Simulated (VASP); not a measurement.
# CdSe (P6_3mc) in VASP: notebook, part 2 of 2

VASP 6.6.1. The steps go on from the part before.

## 3. Single point, r2SCAN (strain -4.0%)

POSCAR

```
CdSe
1.0
    4.1670947187      0.0000000000      0.0000000000
   -2.0835473593      3.6088098864      0.0000000000
    0.0000000000      0.0000000000      6.7935801431
Cd Se
2 2
Direct
    0.3333333333      0.6666666667     -0.0003399257
    0.6666666667      0.3333333333      0.4996600743
    0.3333333333      0.6666666667      0.3753399257
    0.6666666667      0.3333333333      0.8753399257
```

INCAR.step1

```
  PREC = Accurate
  ENCUT = 550
  ISMEAR = 0
  SIGMA = 0.01
  LREAL = F
  LASPH = T
  NELM = 120
  NBANDS = 26
  GGA = PE
  ALGO = Normal
  EDIFF = 1E-5
  LWAVE = T
  LCHARG = F
  GGA_COMPAT = F
```

INCAR.step2

```
  PREC = Accurate
  ENCUT = 550
  EDIFF = 1E-6
  ISMEAR = 0
  SIGMA = 0.01
  LREAL = F
  LASPH = T
  NELM = 120
  ALGO = Normal
  ISIF = 2
  LWAVE = F
  LCHARG = F
  METAGGA = R2SCAN
  LMIXTAU = T
  NBANDS = 26
  ISTART = 1
  GGA_COMPAT = F
```

KPOINTS

```
Automatic mesh
0
Gamma
  12 12 4
```

Potentials or basis: VASP PAW PBE potentials, release 64 (Cd, Se).

On the command line:

```bash
$ cat potpaw_PBE.64/Cd/POTCAR potpaw_PBE.64/Se/POTCAR > POTCAR
$ cp INCAR.step1 INCAR
$ mpirun -np 1 vasp_std > vasp.out
$ cp INCAR.step2 INCAR
$ mpirun -np 1 vasp_std > vasp.out
```

OUTCAR:

```text
PREC = Accurate
   ENCUT = 550
   EDIFF = 1E-6
   ISMEAR = 0
   LREAL = F
   LASPH = T
   NELM = 120
   ISIF = 2
   METAGGA = R2SCAN
   ISTART = 1

 ion  position               nearest neighbor table
   1  0.333  0.667  1.000-   4 2.55   4 2.55   4 2.55   3 2.55
   2  0.667  0.333  0.500-   3 2.55   3 2.55   3 2.55   4 2.55
   3  0.333  0.667  0.375-   2 2.55   2 2.55   2 2.55   1 2.55
   4  0.667  0.333  0.875-   1 2.55   1 2.55   1 2.55   2 2.55

  LATTYP: Found a hexagonal cell.
 ALAT       =     4.1670947187
 C/A-ratio  =     1.6302917504

  Lattice vectors:

 A1 = (   4.1670947187,   0.0000000000,   0.0000000000)
 A2 = (  -2.0835473593,   3.6088098864,   0.0000000000)
 A3 = (   0.0000000000,   0.0000000000,   6.7935801431)

Analysis of symmetry for initial positions (statically):
=====================================================================
 Subroutine PRICEL returns:
 Original cell was already a primitive cell.

 Routine SETGRP: Setting up the symmetry group for a
 hexagonal supercell.

 Subroutine GETGRP returns: Found 12 space group operations
 (whereof  6 operations were pure point group operations)
 out of a pool of 24 trial point group operations.

The static configuration has the point symmetry C_3v.
 The point group associated with its full space group is C_6v.

Analysis of symmetry for dynamics (positions and initial velocities):
=====================================================================
 Subroutine PRICEL returns:
 Original cell was already a primitive cell.

 Routine SETGRP: Setting up the symmetry group for a
 hexagonal supercell.

 Subroutine GETGRP returns: Found 12 space group operations
 (whereof  6 operations were pure point group operations)
 out of a pool of 24 trial point group operations.

The dynamic configuration has the point symmetry C_3v.
 The point group associated with its full space group is C_6v.

 Subroutine INISYM returns: Found 12 space group operations
 (whereof  6 operations are pure point group operations),
[... 119 lines left out ...]
     AMIX     =   0.40;   BMIX     =  1.00
     AMIX_MAG =   1.60;   BMIX_MAG =  1.00
  volume/ion in A,a.u.               =      25.54       172.36
  Fermi-wavevector in a.u.,A,eV,Ry     =   1.156317  2.185123 18.191933  1.337069
  Thomas-Fermi vector in A             =   2.292938
   LORBIT       =      0    0 simple, 1 ext, 2 COOP (PROOUT), +10 PAW based schemes
   METAGGA = R2SCAN    functional components
   LHFCALC =     F    Hartree Fock is set to
   AEXX    =    0.0000 exact exchange contribution
   IVDW    =     0    specifies the selected vdW correction
   LEPSILON=     F    determine dielectric tensor
   LRPA    =     F    only Hartree local field effects (RPA)
 non-spin polarized calculation
 Gauss-broadening in eV      SIGMA  =   0.01
  energy-cutoff  :      550.00
  volume of cell :      102.16
 maximum number of plane-waves:      3014
 NGX is ok and might be reduce to    32
   NGX = 15   NGY = 15   NGZ = 25

 number of electron      36.0000004 magnetization

 Free energy of the ion-electron system (eV)
  ---------------------------------------------------
  ext. energy  EPLUGINS =         0.00000000
  ---------------------------------------------------
  free energy    TOTEN  =       -71.49747837 eV

  energy without entropy =      -71.49747837  energy(sigma->0) =      -71.49747837

 E-fermi :   1.5240     XC(G=0):  -9.8954

 val. band max:        1.4734502688   @ k =   0.0000   0.0000   0.0000
 cond. band min:       2.8601212865   @ k =   0.0000   0.0000   0.0000
 fundamental gap:      1.3866710176
 Fermi energy:         1.5240094562

 k-point     1 :       0.0000    0.0000    0.0000
  band No.  band energies     occupation
      1     -12.1745      2.00000
      2     -11.6943      2.00000
      3      -7.0669      2.00000
      4      -7.0566      2.00000
      5      -7.0566      2.00000
      6      -6.9604      2.00000
[... 685 lines left out ...]
     25       9.8003      0.00000
     26      10.9523      0.00000

 [... further k-points ...]

------------------------ aborting loop because EDIFF is reached ----------------------------------------

  FORCE on cell =-STRESS in cart. coord.  units (eV):
  Direction    XX          YY          ZZ          XY          YZ          ZX
  --------------------------------------------------------------------------------------
  -------------------------------------------------------------------------------------
  Total        5.5149230      5.5149230      5.6388490      0.0000000      0.0000000      0.0000000
  in kB       86.4876224     86.4876224     88.4310879      0.0000000      0.0000000      0.0000000
  external PRESSURE =      87.1354442 kB  Pullay stress =       0.0000000 kB

 VOLUME and BASIS-vectors are now :
 -----------------------------------------------------------------------------
  energy-cutoff  :      550.00
  volume of cell :      102.16
      direct lattice vectors                 reciprocal lattice vectors
     4.167094719  0.000000000  0.000000000     0.239975347  0.138549831  0.000000000
    -2.083547359  3.608809886  0.000000000     0.000000000  0.277099662  0.000000000
     0.000000000  0.000000000  6.793580143     0.000000000  0.000000000  0.147197792

 POSITION                                       TOTAL-FORCE (eV/Angst)
 -----------------------------------------------------------------------------------
     -0.00000      2.40587      6.79127         0.000000     -0.000000      0.000527
      2.08355      1.20294      3.39448        -0.000000      0.000000      0.000527
     -0.00000      2.40587      2.54990         0.000000      0.000000     -0.000527
      2.08355      1.20294      5.94669        -0.000000     -0.000000     -0.000527
 -----------------------------------------------------------------------------------
    total drift:                               -0.000000     -0.000000     -0.001622

  FREE ENERGIE OF THE ION-ELECTRON SYSTEM (eV)
  ---------------------------------------------------
  free  energy   TOTEN  =       -71.4974783686 eV

  energy  without entropy=      -71.4974783686  energy(sigma->0) =      -71.49747837
```

OSZICAR.step1:

```text
N       E                     dE             d eps       ncg     rms          rms(c)
DAV:   1     0.254230892263E+03    0.25423E+03   -0.17922E+04  2964   0.132E+03
DAV:   2     0.163006271343E+01   -0.25260E+03   -0.24457E+03  3206   0.323E+02
DAV:   3    -0.111543850806E+02   -0.12784E+02   -0.12717E+02  3578   0.736E+01
DAV:   4    -0.112509368404E+02   -0.96552E-01   -0.96469E-01  3298   0.605E+00
DAV:   5    -0.112514980304E+02   -0.56119E-03   -0.56117E-03  3462   0.441E-01    0.110E+01
DAV:   6    -0.105548224543E+02    0.69668E+00   -0.11816E+00  3800   0.117E+01    0.828E+00
DAV:   7    -0.105211294880E+02    0.33693E-01   -0.66029E-01  3130   0.431E+00    0.241E+00
DAV:   8    -0.105136158270E+02    0.75137E-02   -0.87475E-02  3092   0.307E+00    0.488E-01
DAV:   9    -0.105137465690E+02   -0.13074E-03   -0.10355E-02  3182   0.114E+00    0.177E-01
DAV:  10    -0.105138616858E+02   -0.11512E-03   -0.97940E-04  3202   0.358E-01    0.786E-02
DAV:  11    -0.105139305353E+02   -0.68850E-04   -0.14923E-04  3114   0.763E-02    0.256E-02
DAV:  12    -0.105139431007E+02   -0.12565E-04   -0.20329E-05  2910   0.351E-02    0.128E-02
DAV:  13    -0.105139440619E+02   -0.96120E-06   -0.73130E-06  2114   0.296E-02
   1 F= -.10513944E+02 E0= -.10513944E+02  d E =-.122198E-20
```

Run time: 5.4 min. Hardware: 1 thread of Intel Xeon Platinum 8375C at 2.90GHz (Ice Lake), shared host; peak memory 0.33 GiB.

What came out:

* Free energy: -71.4975 eV
* Pressure: 8.7 GPa
* Band gap on the k mesh: 1.39 eV, direct

Caveat: the cell differs from its parent crystal (strain -4.0%); the PAW data sets were made with another functional, which shifts forces and pressure a little.
